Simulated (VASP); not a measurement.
Wanted: the native input for a VASP 6.6.1 run.

- Task: single point
- Functional: LDA
- Potentials or basis: VASP PAW LDA potentials, release 64 (Tl_d, Bi_d)
- Cutoff: 520 eV
- k mesh: 4 × 4 × 4
- Occupations: methfessel-paxton, width 0.15 eV
- Spin: no spin polarisation
- Dipole correction: no
- Further INCAR settings: ALGO = Normal; EDIFF = 1e-06; NBANDS = 37

The structure of TlBi3 lies in POSCAR:

```
TlBi3
1.0
    4.8890580199      0.0000000000      0.0000000000
    0.0000000000      4.8890580199      0.0000000000
    0.0000000000      0.0000000000      4.8890580199
Tl Bi
1 3
Direct
    0.0000000000      0.0000000000      0.0000000000
    0.0000000000      0.5000000000      0.5000000000
    0.5000000000      0.0000000000      0.5000000000
    0.5000000000      0.5000000000      0.0000000000
```

One way to write it, as run:

INCAR

```
SYSTEM = TlBi3
PREC = Accurate ; ENCUT = 520
EDIFF = 1E-6 ; ISMEAR = 1
SIGMA = 0.15 ; LREAL = .FALSE.
LASPH = .TRUE. ; NELM = 100
ALGO = Normal ; ISIF = 2
LWAVE = .FALSE. ; LCHARG = .FALSE.
GGA = CA ; NBANDS = 37
```

KPOINTS

```
regular mesh
0
G
  4 4 4
  0 0 0
```

Potentials or basis: VASP PAW LDA potentials, release 64 (Tl_d, Bi_d).

Launch:

```bash
$ cat potpaw_LDA.64/Tl_d/POTCAR potpaw_LDA.64/Bi_d/POTCAR > POTCAR
$ mpirun -np 1 vasp_std > vasp.out
```

It gave:

```yaml
Pressure: 0.0 GPa
Band_gap_on_the_k_mesh: zero (bands 29 and 30 overlap by 4.44 eV)
```

Caveat: spin-orbit coupling is left out, which moves the levels of the heavy elements.

Wall time 29 s on 1 thread of Intel Xeon 8259CL, with other jobs on the host, peak memory 0.19 GiB.
